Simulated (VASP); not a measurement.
Here is a VASP 6.6.1 calculation.

File INCAR:

```
PREC = Accurate
ENCUT = 520
EDIFF = 1E-7
ISMEAR = 0
SIGMA = 0.15
LREAL = False
LASPH = True
NELM = 60
ALGO = Normal
ISIF = 2
LWAVE = False
LCHARG = False
GGA = CA
NBANDS = 14
```

Contents of KPOINTS:

```
regular mesh
0
Gamma
  18 18 18
```

The input POSCAR:

```
ZrB
1.0
    0.0000000000      2.2732169601      2.7269510653
    2.2732169601      0.0000000000      2.7269510653
    2.2732169601      2.2732169601      0.0000000000
Zr B
1 1
Direct
    0.0000000000      0.0000000000      0.0000000000
    0.5000000000      0.5000000000      0.5000000000
```

Potentials or basis: VASP PAW LDA potentials, release 64 (Zr_sv, B).

Command:

```bash
$ cat potpaw_LDA.64/Zr_sv/POTCAR potpaw_LDA.64/B/POTCAR > POTCAR
$ mpirun -np 1 vasp_std > vasp.out
```

(1) Predict the pressure.

## Answers

(1) 8.9 GPa.
